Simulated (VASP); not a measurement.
Crystal: KMgF3.

```xyz
5
Lattice="3.9785 0.0000 0.0000 0.0000 3.9785 0.0000 0.0000 0.0000 3.9785" Properties=species:S:1:pos:R:3 pbc="T T T"
K     1.9892    1.9892    1.9892
Mg    0.0000    0.0000    0.0000
F     0.0000    1.9892    0.0000
F     0.0000    0.0000    1.9892
F     1.9892    0.0000    0.0000
```

| Quantity | Value |
| --- | --- |
| Program | VASP 6.6.1 |
| Task | relaxation of cell and atoms |
| Functional | PBE |
| Potentials or basis | VASP PAW PBE potentials, release 64 (K_sv, Mg, F) |
| Cutoff | 600 eV |
| k mesh | 4 × 4 × 4 |
| Occupations | gaussian, width 0.1 eV |
| Spin | no spin polarisation |

At the start: pressure 3.7 GPa; volume 12.59 Å³/atom.

Problem. Where does the relaxation end?

Solution. Over 3 steps the energy falls by 7.1 meV/atom and the volume is 13.24 Å³/atom (+5.1 %); space group Pm-3m (No. 221, to 0.1 Å) before and after.

The path:
| step | energy change (eV) | largest force (eV/Å) | pressure (GPa) | volume (Å³) |
| --- | --- | --- | --- | --- |
| 1 | 0.0000 | 0.0000 | 3.71 | 62.97 |
| 2 | -0.0346 | 0.0000 | 0.52 | 65.67 |
| 3 | -0.0354 | 0.0000 | -0.02 | 66.19 |

Final structure:
```
K Mg F
1.0
     4.04511    0.00000    0.00000
     0.00000    4.04511    0.00000
     0.00000    0.00000    4.04511
K Mg F
1 1 3
Direct
  0.50000 0.50000 0.50000
  0.00000 0.00000 0.00000
  0.00000 0.50000 0.00000
  0.00000 0.00000 0.50000
  0.50000 0.00000 0.00000
```
